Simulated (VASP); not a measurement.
# CdTe (F-43m) in VASP: single point with pbe exchange, pbesol correlation

Aim: the single point of CdTe with pbe exchange, pbesol correlation.

Program: VASP 6.6.1. These are calculated values, not measurements. Logs are shortened: lines on timing, memory, paths and dates and some standing lists are left out, and cuts for length are marked.

### Step 1. The cell of the first run

The structure is cubic, space group F-43m (No. 216). The conventional cell has a = 6.410 Å, b = 6.410 Å, c = 6.410 Å, α = 90.00°, β = 90.00°, γ = 90.00°. Within 3.7 Å of Cd (site symmetry -43m) lie 4 Te at 2.78 Å. Within 3.7 Å of Te (site symmetry -43m) lie 4 Cd at 2.78 Å.

### Step 2. Single point, pbe exchange, pbesol correlation

Contents of INCAR:

```
SYSTEM = CdTe
ALGO = Normal ; EDIFF = 1E-6
ENCUT = 500 ; GGA = LIBXC
GGA_COMPAT = .False. ; ISIF = 2
ISMEAR = 0 ; LASPH = .True.
LCHARG = .True. ; LELF = .True.
LIBXC1 = GGA_X_PBE ; LIBXC2 = GGA_C_PBE_SOL
LREAL = .False. ; LVHAR = .True.
LWAVE = .False. ; NBANDS = 16
NELM = 120 ; PREC = Accurate
SIGMA = 0.01
```

Contents of KPOINTS:

```
k-points
0
Gamma
  5 5 5
  0 0 0
```

Contents of POSCAR:

```
CdTe
1.0
    0.0000000000      3.2050000000      3.2050000000
    3.2050000000      0.0000000000      3.2050000000
    3.2050000000      3.2050000000      0.0000000000
Cd Te
1 1
Direct
    0.0000000000      0.0000000000      0.0000000000
    0.2500000000      0.2500000000      0.2500000000
```

Potentials or basis: VASP PAW PBE potentials, release 64 (Cd, Te).

Launch:

```console
cat potpaw_PBE.64/Cd/POTCAR potpaw_PBE.64/Te/POTCAR > POTCAR
mpirun -np 1 vasp_std > vasp.out
```

OUTCAR:

```text
SYSTEM = CdTe
   EDIFF = 1E-6
   ENCUT = 500
   GGA = LIBXC
   ISIF = 2
   ISMEAR = 0
   LASPH = .True.
   LREAL = .False.
   NELM = 120
   PREC = Accurate

 ion  position               nearest neighbor table
   1  0.000  0.000  0.000-   2 2.78   2 2.78   2 2.78   2 2.78
   2  0.250  0.250  0.250-   1 2.78   1 2.78   1 2.78   1 2.78

  LATTYP: Found a face centered cubic cell.
 ALAT       =     6.4100000000

  Lattice vectors:

 A1 = (   0.0000000000,   3.2050000000,   3.2050000000)
 A2 = (   3.2050000000,   0.0000000000,   3.2050000000)
 A3 = (   3.2050000000,   3.2050000000,   0.0000000000)

Analysis of symmetry for initial positions (statically):
=====================================================================
 Subroutine PRICEL returns:
 Original cell was already a primitive cell.

 Routine SETGRP: Setting up the symmetry group for a
 face centered cubic supercell.

 Subroutine GETGRP returns: Found 24 space group operations
 (whereof 24 operations were pure point group operations)
 out of a pool of 48 trial point group operations.

The static configuration has the point symmetry T_d .

Analysis of symmetry for dynamics (positions and initial velocities):
=====================================================================
 Subroutine PRICEL returns:
 Original cell was already a primitive cell.

 Routine SETGRP: Setting up the symmetry group for a
 face centered cubic supercell.

 Subroutine GETGRP returns: Found 24 space group operations
 (whereof 24 operations were pure point group operations)
 out of a pool of 48 trial point group operations.

The dynamic configuration has the point symmetry T_d .

 Subroutine INISYM returns: Found 24 space group operations
 (whereof 24 operations are pure point group operations),
 and found     1 'primitive' translations

----------------------------------------------------------------------------------------

                                     Primitive cell

  volume of cell :      65.8437

  direct lattice vectors                    reciprocal lattice vectors
     0.000000000  3.205000000  3.205000000    -0.156006240  0.156006240  0.156006240
     3.205000000  0.000000000  3.205000000     0.156006240 -0.156006240  0.156006240
     3.205000000  3.205000000  0.000000000     0.156006240  0.156006240 -0.156006240

  length of vectors
     4.532554467  4.532554467  4.532554467     0.270210734  0.270210734  0.270210734

  position of ions in fractional coordinates (direct lattice)
     0.000000000  0.000000000  0.000000000
     0.250000000  0.250000000  0.250000000

  ion indices of the primitive-cell ions
   primitive index   ion index
                 1           1
                 2           2

----------------------------------------------------------------------------------------

 KPOINTS: k-points

Automatic generation of k-mesh.
 Grid dimensions read from file:
 generate k-points for:    5    5    5

 Generating k-lattice:

  Cartesian coordinates                     Fractional coordinates (reciprocal lattice)
    -0.031201248  0.031201248  0.031201248     0.200000000  0.000000000  0.000000000
     0.031201248 -0.031201248  0.031201248     0.000000000  0.200000000  0.000000000
     0.031201248  0.031201248 -0.031201248     0.000000000  0.000000000  0.200000000

  Length of vectors
     0.054042147  0.054042147  0.054042147

  Shift w.r.t. Gamma in fractional coordinates (k-lattice)
     0.000000000  0.000000000  0.000000000

 Subroutine IBZKPT returns following result:
 ===========================================

 Found     10 irreducible k-points:

 Following reciprocal coordinates:
            Coordinates               Weight
  0.000000  0.000000  0.000000      1.000000
  0.200000  0.000000  0.000000      8.000000
  0.400000  0.000000  0.000000      8.000000
  0.200000  0.200000  0.000000      6.000000
  0.400000  0.200000  0.000000     24.000000
 -0.400000  0.200000  0.000000     24.000000
 -0.200000  0.200000  0.000000     12.000000
  0.400000  0.400000  0.000000      6.000000
 -0.400000  0.400000  0.000000     12.000000
 -0.400000  0.400000  0.200000     24.000000
   k-points           NKPTS =     10   k-points in BZ     NKDIM =     10   number of bands    NBANDS=     16
   number of dos      NEDOS =    301   number of ions     NIONS =      2
   total plane-waves  NPLWV =  46656
   dimension x,y,z NGX =    36 NGY =   36 NGZ =   36
   dimension x,y,z NGXF=    72 NGYF=   72 NGZF=   72
   ions per type =               1   1
   NGX,Y,Z   is equivalent  to a cutoff of  13.20, 13.20, 13.20 a.u.
   NGXF,Y,Z  is equivalent  to a cutoff of  26.41, 26.41, 26.41 a.u.
 SYSTEM =  CdTe
   PREC   = accura    normal or accurate (medium, high low for compatibility)
   ISTART =      0    job   : 0-new  1-cont  2-samecut
   ICHARG =      2    charge: 1-file 2-atom 10-const
   ISPIN  =      1    spin polarized calculation?
   LNONCOLLINEAR =      F non collinear calculations
   LSORBIT =      F    spin-orbit coupling
   LASPH  =      T    aspherical Exc in radial PAW
   ENCUT  =  500.0 eV  36.75 Ry    6.06 a.u.   8.26  8.26  8.26*2*pi/ulx,y,z
   NELM   =    120;   NELMIN=  2; NELMDL= -5     # of ELM steps
   EDIFF  = 0.1E-05   stopping-criterion for ELM
   LREAL  =      F    real-space projection
   EDIFFG = 0.1E-04   stopping-criterion for IOM
   NSW    =      0    number of steps for IOM
   IBRION =     -1    ionic relax: 0-MD 1-quasi-New 2-CG
   NFREE  =      0    steps in history (QN), initial steepest desc. (CG)
   ISIF   =      2    stress and relaxation
   ISYM   =      2    0-nonsym 1-usesym 2-fastsym
   POTIM  = 0.5000    time-step for ionic-motion
   TEBEG  =    0.0;   TEEND  =   0.0 temperature during run
   PSTRESS=    0.0 pullay stress
   NELECT =      18.0000    total number of electrons
   NUPDOWN=      -1.0000    fix difference up-down
   EMIN   =  10.00;   EMAX   =-10.00  energy-range for DOS
   EFERMI =   0.00;   METHOD = LEGACY
   ISMEAR =     0;   SIGMA  =   0.01  broadening in eV -4-tet -1-fermi 0-gaus
   EFERMI_NEDOS =   21; number of points for ismear=-14 and -15
   IALGO  =     38    algorithm
   IMIX   =      4    mixing-type and parameters
     AMIX     =   0.40;   BMIX     =  1.00
     AMIX_MAG =   1.60;   BMIX_MAG =  1.00
  volume/ion in A,a.u.               =      32.92       222.17
  Fermi-wavevector in a.u.,A,eV,Ry     =   1.062497  2.007828 15.359610  1.128899
  Thomas-Fermi vector in A             =   2.197950
   LORBIT       =      0    0 simple, 1 ext, 2 COOP (PROOUT), +10 PAW based schemes
   GGA     = LIBXC    functional components
   LHFCALC =     F    Hartree Fock is set to
   AEXX    =    0.0000 exact exchange contribution
   IVDW    =     0    specifies the selected vdW correction
   LEPSILON=     F    determine dielectric tensor
   LRPA    =     F    only Hartree local field effects (RPA)
 non-spin polarized calculation
 Gauss-broadening in eV      SIGMA  =   0.01
  energy-cutoff  :      500.00
  volume of cell :       65.84
 maximum number of plane-waves:      1687
 NGX is ok and might be reduce to    36
   NGX = 17   NGY = 17   NGZ = 17

 number of electron      17.9999995 magnetization

 Free energy of the ion-electron system (eV)
  ---------------------------------------------------
  ext. energy  EPLUGINS =         0.00000000
  ---------------------------------------------------
  free energy    TOTEN  =        -4.64286258 eV

  energy without entropy =       -4.64286258  energy(sigma->0) =       -4.64286258

 E-fermi :   2.6540     XC(G=0):  -8.7652

 val. band max:        2.6044726276   @ k =   0.0000   0.0000   0.0000
 cond. band min:       3.4264230873   @ k =   0.0000   0.0000   0.0000
 fundamental gap:      0.8219504597
 Fermi energy:         2.6539989464

 k-point     1 :       0.0000    0.0000    0.0000
  band No.  band energies     occupation
      1      -8.7801      2.00000
      2      -5.8407      2.00000
      3      -5.8407      2.00000
      4      -5.8407      2.00000
      5      -5.5579      2.00000
      6      -5.5579      2.00000
      7       2.6045      2.00000
      8       2.6045      2.00000
      9       2.6045      2.00000
     10       3.4264      0.00000
     11       7.1828      0.00000
     12       7.1828      0.00000
     13       7.1828      0.00000
     14      10.1012      0.00000
     15      12.0521      0.00000
     16      12.0521      0.00000

 k-point     2 :       0.2000    0.0000    0.0000
  band No.  band energies     occupation
      1      -8.6325      2.00000
      2      -5.8131      2.00000
      3      -5.8131      2.00000
      4      -5.7124      2.00000
      5      -5.5592      2.00000
      6      -5.5592      2.00000
      7       0.3885      2.00000
      8       2.2763      2.00000
      9       2.2763      2.00000
     10       4.5924      0.00000
     11       7.5663      0.00000
     12       7.6349      0.00000
     13       7.6349      0.00000
     14      11.0537      0.00000
     15      11.0537      0.00000
     16      11.0703      0.00000

 k-point     3 :       0.4000    0.0000    0.0000
  band No.  band energies     occupation
      1      -8.3958      2.00000
      2      -5.7768      2.00000
      3      -5.7768      2.00000
      4      -5.5512      2.00000
      5      -5.5512      2.00000
      6      -5.3007      2.00000
      7      -1.6658      2.00000
      8       1.8463      2.00000
      9       1.8463      2.00000
     10       4.4743      0.00000
     11       7.8069      0.00000
     12       7.8069      0.00000
     13       9.5076      0.00000
     14      10.8427      0.00000
     15      12.1807      0.00000
     16      12.1807      0.00000

 k-point     4 :       0.2000    0.2000    0.0000
  band No.  band energies     occupation
      1      -8.5842      2.00000
      2      -5.7836      2.00000
      3      -5.7836      2.00000
      4      -5.7204      2.00000
      5      -5.5634      2.00000
      6      -5.5465      2.00000
      7       0.4278      2.00000
      8       1.7518      2.00000
      9       1.7518      2.00000
     10       5.4526      0.00000
     11       6.0744      0.00000
     12       8.5386      0.00000
     13       8.5386      0.00000
     14       9.5391      0.00000
     15      12.3950      0.00000
     16      12.4670      0.00000

 k-point     5 :       0.4000    0.2000    0.0000
  band No.  band energies     occupation
      1      -8.3800      2.00000
      2      -5.7551      2.00000
      3      -5.7391      2.00000
      4      -5.6088      2.00000
      5      -5.5400      2.00000
      6      -5.3398      2.00000
      7      -1.1427      2.00000
      8       1.0044      2.00000
      9       1.3223      2.00000
     10       5.5727      0.00000
     11       6.8077      0.00000
     12       8.4231      0.00000
     13       9.0542      0.00000
     14      11.3014      0.00000
     15      12.8623      0.00000
     16      13.0178      0.00000

 k-point     6 :      -0.4000    0.2000    0.0000
  band No.  band energies     occupation
      1      -8.3051      2.00000
      2      -5.7495      2.00000
      3      -5.7382      2.00000
      4      -5.5702      2.00000
      5      -5.5539      2.00000
      6      -5.1008      2.00000
      7      -1.7977      2.00000
      8       0.4498      2.00000
      9       1.4781      2.00000
     10       5.5878      0.00000
     11       7.4445      0.00000
     12       8.6329      0.00000
     13       9.5967      0.00000
     14      11.2119      0.00000
     15      11.9000      0.00000
     16      12.8801      0.00000

 k-point     7 :      -0.2000    0.2000    0.0000
  band No.  band energies     occupation
      1      -8.4566      2.00000
      2      -5.7806      2.00000
      3      -5.7680      2.00000
      4      -5.5747      2.00000
      5      -5.5695      2.00000
      6      -5.4584      2.00000
      7      -0.6868      2.00000
      8       0.8697      2.00000
      9       2.0581      2.00000
     10       5.5728      0.00000
     11       7.6380      0.00000
     12       8.0049      0.00000
     13       8.0113      0.00000
     14      10.3859      0.00000
     15      12.2761      0.00000
     16      12.9631      0.00000

 k-point     8 :       0.4000    0.4000    0.0000
  band No.  band energies     occupation
      1      -8.2774      2.00000
      2      -5.6808      2.00000
      3      -5.6808      2.00000
      4      -5.6690      2.00000
      5      -5.5280      2.00000
      6      -5.1762      2.00000
      7      -1.5225      2.00000
      8       0.7720      2.00000
      9       0.7720      2.00000
     10       5.1502      0.00000
     11       5.4956      0.00000
     12      10.8665      0.00000
     13      11.0644      0.00000
     14      11.0644      0.00000
     15      13.2585      0.00000
     16      15.2790      0.00000

 k-point     9 :      -0.4000    0.4000    0.0000
  band No.  band energies     occupation
      1      -8.2337      2.00000
      2      -5.7092      2.00000
      3      -5.6797      2.00000
      4      -5.6229      2.00000
      5      -5.5377      2.00000
      6      -4.9795      2.00000
      7      -1.8047      2.00000
      8       0.0384      2.00000
      9       0.8495      2.00000
     10       5.3747      0.00000
     11       6.6083      0.00000
     12      10.2617      0.00000
     13      10.5491      0.00000
     14      11.0219      0.00000
     15      12.7325      0.00000
     16      14.8962      0.00000

 k-point    10 :      -0.4000    0.4000    0.2000
  band No.  band energies     occupation
      1      -8.2614      2.00000
      2      -5.7185      2.00000
      3      -5.7112      2.00000
      4      -5.5980      2.00000
      5      -5.5497      2.00000
      6      -5.0366      2.00000
      7      -1.6410      2.00000
      8       0.1155      2.00000
      9       0.7721      2.00000
     10       6.5596      0.00000
     11       6.9653      0.00000
     12       7.9715      0.00000
     13      10.2812      0.00000
     14      11.1903      0.00000
     15      12.8098      0.00000
     16      14.8179      0.00000

------------------------ aborting loop because EDIFF is reached ----------------------------------------

  FORCE on cell =-STRESS in cart. coord.  units (eV):
  Direction    XX          YY          ZZ          XY          YZ          ZX
  --------------------------------------------------------------------------------------
  -------------------------------------------------------------------------------------
  Total        1.9957073      1.9957073      1.9957073     -0.0000000     -0.0000000      0.0000000
  in kB       48.5616393     48.5616393     48.5616393     -0.0000000     -0.0000000      0.0000000
  external PRESSURE =      48.5616393 kB  Pullay stress =       0.0000000 kB

 VOLUME and BASIS-vectors are now :
 -----------------------------------------------------------------------------
  energy-cutoff  :      500.00
  volume of cell :       65.84
      direct lattice vectors                 reciprocal lattice vectors
     0.000000000  3.205000000  3.205000000    -0.156006240  0.156006240  0.156006240
     3.205000000  0.000000000  3.205000000     0.156006240 -0.156006240  0.156006240
     3.205000000  3.205000000  0.000000000     0.156006240  0.156006240 -0.156006240

 POSITION                                       TOTAL-FORCE (eV/Angst)
 -----------------------------------------------------------------------------------
      0.00000      0.00000      0.00000        -0.000000     -0.000000     -0.000000
      1.60250      1.60250      1.60250         0.000000      0.000000      0.000000
 -----------------------------------------------------------------------------------
    total drift:                                0.000000      0.000000      0.000000

  FREE ENERGIE OF THE ION-ELECTRON SYSTEM (eV)
  ---------------------------------------------------
  free  energy   TOTEN  =        -4.6428625802 eV

  energy  without entropy=       -4.6428625802  energy(sigma->0) =       -4.64286258
```

Wall time 13 s (1 thread of AMD EPYC 7R13 (Zen 3), shared host); peak memory 0.17 GiB.

What came out:

```
Free energy            : -4.6429 eV
Pressure               : 4.9 GPa
Band gap on the k mesh : 0.82 eV
```

Caveat: the cell stands under pressure; the PAW data sets were made with another functional, which shifts forces and pressure a little; spin-orbit coupling is left out, which moves the levels of the heavy elements.
